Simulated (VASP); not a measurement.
# Zn12H (a cell with a defect) in VASP: single point with PBE

Aim: the single point of Zn12H (a cell with a defect) with PBE.

Everything below comes from runs of VASP 6.6.1. Logs are shortened: lines on timing, memory, paths and dates and some standing lists are left out, and cuts for length are marked.

### 1 The cell of the first run

The cell holds a defect, 13 atoms: a = 5.320 Å, b = 7.980 Å, c = 4.937 Å, α = 90.00°, β = 90.00°, γ = 120.00°.

### 2 Single point, PBE

The input, INCAR:

```
SYSTEM = Zn12H
  PREC = Accurate
  ENCUT = 520
  EDIFF = 1E-6
  ISMEAR = 0
  SIGMA = 0.15
  LREAL = .False.
  LASPH = .True.
  NELM = 60
  ALGO = Normal
  ISIF = 2
  LWAVE = .False.
  LCHARG = .True.
  GGA = PE
  LELF = .True.
  LVHAR = .True.
  NBANDS = 84
```

The input, KPOINTS:

```
regular mesh
0
Gamma
  4 3 3
  0 0 0
```

The input, POSCAR:

```
Zn12H
1.0
    5.3200000000      0.0000000000      0.0000000000
   -3.9900000000      6.9108830000      0.0000000000
    0.0000000000      0.0000000000      4.9369600000
Zn H
12 1
Direct
   -0.0042826847      0.0052250921     -0.0053806391
    0.1780706116      0.2145006651      0.4967694695
    0.0490397588      0.3710174228     -0.0014217251
    0.1800645125      0.5489982973      0.4972258232
   -0.0208625266      0.6573945761     -0.0174923435
    0.1762681318      0.8804377096      0.4885277580
    0.4417572493     -0.0288096326     -0.0108064477
    0.6734081792      0.2180229357      0.4984567426
    0.5001067718      0.3312837158     -0.0093581880
    0.6762765923      0.5473291908      0.4858311593
    0.5166188049      0.6795010131     -0.0037316486
    0.6791603514      0.8822852304      0.4985918460
    0.7929484210      0.1399465162      1.0069224786
```

Potentials or basis: VASP PAW PBE potentials, release 64 (Zn, H).

Run with:

```sh
cat potpaw_PBE.64/Zn/POTCAR potpaw_PBE.64/H/POTCAR > POTCAR
mpirun -np 1 vasp_std > vasp.out
```

OUTCAR:

```text
SYSTEM = Zn12H
   PREC = Accurate
   ENCUT = 520
   EDIFF = 1E-6
   ISMEAR = 0
   LREAL = .False.
   LASPH = .True.
   NELM = 60
   ISIF = 2
   GGA = PE

 ion  position               nearest neighbor table
   1  0.996  0.005  0.995-  13 1.87   7 2.52  11 2.57   9 2.64   5 2.73   3 2.79   7 2.82  12 2.85
                             2 2.86   2 2.87  12 2.89   6 2.97   6 3.02
   2  0.178  0.215  0.497-   8 2.62  12 2.65  10 2.65   6 2.66   4 2.66   8 2.70   1 2.86   9 2.86
                             1 2.87   9 2.91   3 2.99   3 3.00
   3  0.049  0.371  0.999-  13 1.66  11 2.47   5 2.49   9 2.57   4 2.75   4 2.76   9 2.78   1 2.79
                             2 2.99   2 3.00   8 3.02   8 3.02
   4  0.180  0.549  0.497-  10 2.65   6 2.66  12 2.66   2 2.66   8 2.67  10 2.67   3 2.75   3 2.76
                            11 2.91  11 2.92   5 2.92   5 3.05
   5  0.979  0.657  0.983-   7 2.48   3 2.49  11 2.55   9 2.58   1 2.73  11 2.78  10 2.82  10 2.85
                             6 2.89   4 2.92   6 2.94   4 3.05
   6  0.176  0.880  0.489-  12 2.65   4 2.66  10 2.66   2 2.66  12 2.67   8 2.67   7 2.75   7 2.76
                             5 2.89   5 2.94   1 2.97   1 3.02
   7  0.442  0.971  0.989-  13 1.67   5 2.48   1 2.52  11 2.55   9 2.73   6 2.75   6 2.76   1 2.82
                             8 2.97  12 2.98
   8  0.673  0.218  0.498-  10 2.62   2 2.62   4 2.67   6 2.67  12 2.69   2 2.70   9 2.90   9 2.96
                             7 2.97   3 3.02   3 3.02
   9  0.500  0.331  0.991-   3 2.57   5 2.58   1 2.64   7 2.73  11 2.74   3 2.78   2 2.86  10 2.87
                             8 2.90  10 2.91   2 2.91   8 2.96
  10  0.676  0.547  0.486-   8 2.62   4 2.65   2 2.65   6 2.66  12 2.67   4 2.67   5 2.82   5 2.85
                             9 2.87   9 2.91  11 2.93  11 3.01
  11  0.517  0.680  0.996-   3 2.47   7 2.55   5 2.55   1 2.57   9 2.74   5 2.78  12 2.83  12 2.85
                             4 2.91   4 2.92  10 2.93  10 3.01
  12  0.679  0.882  0.499-   6 2.65   2 2.65   4 2.66  10 2.67   6 2.67   8 2.69  11 2.83  11 2.85
                             1 2.85   1 2.89   7 2.98
  13  0.793  0.140  0.007-   3 1.66   7 1.67   1 1.87

  LATTYP: Found a simple monoclinic cell.
 ALAT       =     5.3200000000
 B/A-ratio  =     0.9280000000
 C/A-ratio  =     1.3228757068
 COS(beta)  =    -0.1889822292

  Lattice vectors:

 A1 = (   5.3200000000,   0.0000000000,   0.0000000000)
 A2 = (   0.0000000000,   0.0000000000,   4.9369600000)
 A3 = (  -1.3300000000,  -6.9108830000,   0.0000000000)

Analysis of symmetry for initial positions (statically):
=====================================================================
 Subroutine PRICEL returns:
 Original cell was already a primitive cell.

[... 153 lines left out ...]
   EFERMI_NEDOS =   21; number of points for ismear=-14 and -15
   IALGO  =     38    algorithm
   IMIX   =      4    mixing-type and parameters
     AMIX     =   0.40;   BMIX     =  1.00
     AMIX_MAG =   1.60;   BMIX_MAG =  1.00
  volume/ion in A,a.u.               =      13.96        94.22
  Fermi-wavevector in a.u.,A,eV,Ry     =   1.519017  2.870525 31.394246  2.307412
  Thomas-Fermi vector in A             =   2.628059
   LORBIT       =      0    0 simple, 1 ext, 2 COOP (PROOUT), +10 PAW based schemes
   GGA     = PE    functional components
   LHFCALC =     F    Hartree Fock is set to
   AEXX    =    0.0000 exact exchange contribution
   IVDW    =     0    specifies the selected vdW correction
   LEPSILON=     F    determine dielectric tensor
   LRPA    =     F    only Hartree local field effects (RPA)
 non-spin polarized calculation
 Gauss-broadening in eV      SIGMA  =   0.15
  energy-cutoff  :      520.00
  volume of cell :      181.51
 maximum number of plane-waves:      4902
   NGX = 19   NGY = 29   NGZ = 19

 number of electron     145.0000022 magnetization

 Free energy of the ion-electron system (eV)
  ---------------------------------------------------
  ext. energy  EPLUGINS =         0.00000000
  ---------------------------------------------------
  free energy    TOTEN  =       -15.38425213 eV

  energy without entropy =      -15.34209098  energy(sigma->0) =      -15.36317155

 E-fermi :   3.3774     XC(G=0): -11.6366

 val. band max:        3.3644037011   @ k =  -0.2500   0.3333   0.3333
 cond. band min:       3.3808439777   @ k =   0.5000   0.0000   0.3333
 fundamental gap:      0.0164402766
 Fermi energy:         3.3773577154

 k-point     1 :       0.0000    0.0000    0.0000
  band No.  band energies     occupation
      1      -7.6636      2.00000
      2      -5.9371      2.00000
      3      -5.3776      2.00000
      4      -5.3057      2.00000
      5      -5.2265      2.00000
      6      -5.1864      2.00000
[... 1642 lines left out ...]
     83       8.9450      0.00000
     84       9.2953      0.00000

------------------------ aborting loop because EDIFF is reached ----------------------------------------

  FORCE on cell =-STRESS in cart. coord.  units (eV):
  Direction    XX          YY          ZZ          XY          YZ          ZX
  --------------------------------------------------------------------------------------
  -------------------------------------------------------------------------------------
  Total        7.9715279      2.9889421      4.0934983     -1.1628339     -0.0017601      0.0633881
  in kB       70.3634903     26.3829470     36.1327003    -10.2641614     -0.0155364      0.5595175
  external PRESSURE =      44.2930459 kB  Pullay stress =       0.0000000 kB

 VOLUME and BASIS-vectors are now :
 -----------------------------------------------------------------------------
  energy-cutoff  :      520.00
  volume of cell :      181.51
      direct lattice vectors                 reciprocal lattice vectors
     5.320000000  0.000000000  0.000000000     0.187969925  0.108524482  0.000000000
    -3.990000000  6.910883000  0.000000000     0.000000000  0.144699310  0.000000000
     0.000000000  0.000000000  4.936960000     0.000000000  0.000000000  0.202553798

 POSITION                                       TOTAL-FORCE (eV/Angst)
 -----------------------------------------------------------------------------------
      5.27637      0.03611      4.91040         0.029427     -0.021470      0.013581
      0.09148      1.48239      2.45253        -0.005889      0.006563     -0.007857
     -1.21947      2.56406      4.92994        -0.036251     -0.026564      0.000711
     -1.23256      3.79406      2.45478        -0.006734      0.002407     -0.019457
      2.58601      4.54318      4.85060         0.007455     -0.000625      0.017154
     -2.57520      6.08460      2.41184        -0.009385      0.005221     -0.028860
     -1.52490      6.71178      4.88361         0.009382      0.042498     -0.019231
      2.71262      1.50673      2.46086        -0.002832      0.004396     -0.021441
      1.33875      2.28946      4.89076         0.004841      0.005429      0.016303
      1.41395      3.78253      2.39853        -0.005070      0.004345     -0.007763
      0.03720      4.69595      4.91854        -0.004564     -0.007794      0.017269
      0.09282      6.09737      2.46153        -0.003939     -0.001063     -0.007471
      3.66010      0.96715      0.03418         0.023558     -0.013344      0.047062
 -----------------------------------------------------------------------------------
    total drift:                                0.000556     -0.000392      0.003633

  FREE ENERGIE OF THE ION-ELECTRON SYSTEM (eV)
  ---------------------------------------------------
  free  energy   TOTEN  =       -15.3842521314 eV

  energy  without entropy=      -15.3420909767  energy(sigma->0) =      -15.36317155
```

OSZICAR:

```text
N       E                     dE             d eps       ncg     rms          rms(c)
DAV:   1     0.125044717201E+04    0.12504E+04   -0.67185E+04  3192   0.276E+03
DAV:   2     0.126583877113E+03   -0.11239E+04   -0.10960E+04  3192   0.599E+02
DAV:   3    -0.114390414878E+02   -0.13802E+03   -0.13392E+03  3220   0.189E+02
DAV:   4    -0.170001059776E+02   -0.55611E+01   -0.54877E+01  3480   0.420E+01
DAV:   5    -0.170356851214E+02   -0.35579E-01   -0.35475E-01  3380   0.287E+00    0.114E+01
DAV:   6    -0.154925104741E+02    0.15432E+01   -0.73475E+00  3644   0.275E+01    0.827E+00
DAV:   7    -0.154113319625E+02    0.81179E-01   -0.69971E-01  3340   0.598E+00    0.400E+00
DAV:   8    -0.153871081641E+02    0.24224E-01   -0.10998E-01  3772   0.651E+00    0.719E-01
DAV:   9    -0.153841345515E+02    0.29736E-02   -0.24636E-02  3480   0.425E+00    0.198E-01
DAV:  10    -0.153842991043E+02   -0.16455E-03   -0.10236E-02  3548   0.650E-01    0.973E-02
DAV:  11    -0.153842268004E+02    0.72304E-04   -0.10815E-03  3736   0.663E-01    0.375E-02
DAV:  12    -0.153842539605E+02   -0.27160E-04   -0.36502E-04  3428   0.203E-01    0.219E-02
DAV:  13    -0.153842519184E+02    0.20420E-05   -0.96144E-05  3700   0.165E-01    0.155E-02
DAV:  14    -0.153842523723E+02   -0.45382E-06   -0.36948E-05  3748   0.119E-01    0.604E-03
DAV:  15    -0.153842521314E+02    0.24090E-06   -0.74881E-06  3268   0.499E-02
   1 F= -.15384252E+02 E0= -.15363172E+02  d E =-.421612E-01
```

stdout:

```text
POSCAR found type information on POSCAR ZnH
 POSCAR found :  2 types and      13 ions
 scaLAPACK will be used
 LDA part: xc-table for (Slater+PW92), standard interpolation
 POSCAR, INCAR and KPOINTS ok, starting setup
 FFT: planning ... GRIDC
 FFT: planning ... GRID_SOFT
 FFT: planning ... GRID
 WAVECAR not read
 entering main loop
```

Run time: 5.1 min. Hardware: 1 thread of Intel Xeon Platinum 8488C (Sapphire Rapids), shared host; peak memory 0.39 GiB.

Results:

```yaml
Free_energy: -15.3843 eV
Pressure: 4.4 GPa
Largest_force: 0.054 eV/Å
```

Forces in eV/Å, atoms in the order of the input:
```
Zn   0.029 -0.021  0.014
Zn  -0.006  0.007 -0.008
Zn  -0.036 -0.027  0.001
Zn  -0.007  0.002 -0.019
Zn   0.007 -0.001  0.017
Zn  -0.009  0.005 -0.029
Zn   0.009  0.042 -0.019
Zn  -0.003  0.004 -0.021
Zn   0.005  0.005  0.016
Zn  -0.005  0.004 -0.008
Zn  -0.005 -0.008  0.017
Zn  -0.004 -0.001 -0.007
H    0.024 -0.013  0.047
```

Caveat: the k points lie up to 0.42 Å⁻¹ apart.
